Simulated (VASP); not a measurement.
A run of VASP 6.6.1:

File INCAR:

```
SYSTEM = Nb3CrGa
ALGO = Normal
EDIFF = 1E-6
EDIFFG = -0.04
ENCUT = 600
GGA = PE
IBRION = 2
ISIF = 3
ISMEAR = 0
ISPIN = 2
LASPH = .True.
LCHARG = .False.
LMAXMIX = 4
LORBIT = 11
LREAL = .False.
LWAVE = .False.
MAGMOM = 0 0 0 3.17 0
NELM = 150
NSW = 90
PREC = Accurate
SIGMA = 0.1
```

The input KPOINTS:

```
k-points
0
Gamma
  4 4 4
  0 0 0
```

Contents of POSCAR:

```
Nb3CrGa
1.0
    4.1770797481      0.0000000000      0.0000000000
    0.0000000000      4.1770797481      0.0000000000
    0.0000000000      0.0000000000      4.1770797481
Nb Cr Ga
3 1 1
Direct
    0.0000000000      0.5000000000      0.5000000000
    0.5000000000      0.0000000000      0.5000000000
    0.5000000000      0.5000000000      0.0000000000
    0.0000000000      0.0000000000      0.0000000000
    0.5000000000      0.5000000000      0.5000000000
```

Potentials or basis: VASP PAW PBE potentials, release 64 (Nb_sv, Cr_pv, Ga_d).

Launch:

```sh
$ cat potpaw_PBE.64/Nb_sv/POTCAR potpaw_PBE.64/Cr_pv/POTCAR potpaw_PBE.64/Ga_d/POTCAR > POTCAR
$ mpirun -np 1 vasp_std > vasp.out
```

Hardware: 1 thread of Intel(R) Xeon(R) Platinum 8488C (Sapphire Rapids), on a shared host.

Problem. Estimate the wall time of this run.

Solution. Run time: 15 min on 1 thread of Intel(R) Xeon(R) Platinum 8488C (Sapphire Rapids) (shared host), peak memory 0.28 GiB. Counts: scf iterations 249, k points 10, ion steps 5.
